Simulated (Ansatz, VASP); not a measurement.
## One calculation of Be3TeF4, two programs

```xyz
8
Lattice="4.5194 0.0000 0.0000 1.9629 5.4830 0.0000 1.9972 0.9290 5.6757" Properties=species:S:1:pos:R:3 pbc="T T T"
Be    2.2075    3.6469    0.9194
Be    4.9814    0.5141    2.5630
Be    6.4533    5.8784    5.5027
Te    2.6693    1.2933    1.5176
F     5.2755    3.7443    0.4035
F     4.9451    0.8084    4.0708
F     5.0193    5.2890    5.4659
F     2.3667    4.4737    2.2599
```

Alike in both runs: functional PBE; k mesh 6 × 4 × 4; occupations gaussian, width 0.02 eV; no spin polarisation.

Ansatz relaxed the structure, and its values are those at the end. VASP's run is a single point on that final structure, the one shown.

|  | VASP | Ansatz |
| --- | --- | --- |
| version | VASP 6.6.1 | Ansatz 0.2.0 |
| potentials or method | VASP PAW PBE potentials, release 64 (Be, Te, F), cutoff 520 eV | scalar-relativistic, plane waves, PAW |
| valence electrons in the cell | 40 | 50 |

|  | VASP | Ansatz | Ansatz less VASP |
| --- | --- | --- | --- |
| gap on the k mesh at the Fermi level (eV) | 3.91 | 3.92 | +0.008 |
| least direct gap on the mesh (eV) | 3.91 | 3.92 | +0.008 |
| pressure (GPa) | 0.1 | 0.0 | -0.05 |
| rms of the force components (eV/Å) | 0.019 | 0.002 | -0.0169 |

With one functional, cell and mesh, what is left measures potentials, basis and numerics. VASP's potentials hold 40 valence electrons a cell and Ansatz's 50, so a difference there can come from the potentials and not from the codes.

Neither program's run includes spin-orbit coupling.
